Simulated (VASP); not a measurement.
Input of a VASP 6.6.1 run:

The input INCAR:

```
SYSTEM = Si2Mo
PREC = Accurate
ENCUT = 520
EDIFF = 1E-7
ISMEAR = -1
SIGMA = 0.05
LREAL = .False.
LASPH = .True.
NELM = 150
ALGO = Normal
ISIF = 2
LWAVE = .False.
LCHARG = .False.
LMAXMIX = 4
LDAU = .True.
LDAUTYPE = 2
LDAUL = 2 -1
LDAUU = 5 0
LDAUJ = 0 0
LDAUPRINT = 1
GGA = PE
NBANDS = 18
```

KPOINTS

```
Automatic mesh
0
Gamma
  12 12 12
  0 0 0
```

POSCAR

```
Si2Mo
1.0
   -1.6000000000      1.6000000000      3.9305000000
    1.6000000000     -1.6000000000      3.9305000000
    1.6000000000      1.6000000000     -3.9305000000
Mo Si
1 2
Direct
    0.0000000000      0.0000000000      0.0000000000
    0.6670000000      0.6670000000      0.0000000000
    0.3330000000      0.3330000000      0.0000000000
```

Potentials or basis: VASP PAW PBE potentials, release 64 (Mo_sv, Si).

Launch:

```console
$ cat potpaw_PBE.64/Mo_sv/POTCAR potpaw_PBE.64/Si/POTCAR > POTCAR
$ mpirun -np 1 vasp_std > vasp.out
```

**Question.** Estimate the largest force.

**Answer.** 0.462 eV/Å.

**Question.** Predict the band gap on the k mesh.

**Answer.** Zero (bands 11 and 12 overlap by 0.84 eV).

Stress tensor (GPa, compression positive):
```
6.03 0.00 0.00
0.00 6.03 0.00
0.00 0.00 4.59
```

Caveat: the cell stands under pressure; U without spin polarisation on a metal has little footing; the U is typed as a test and isn't derived for this compound.
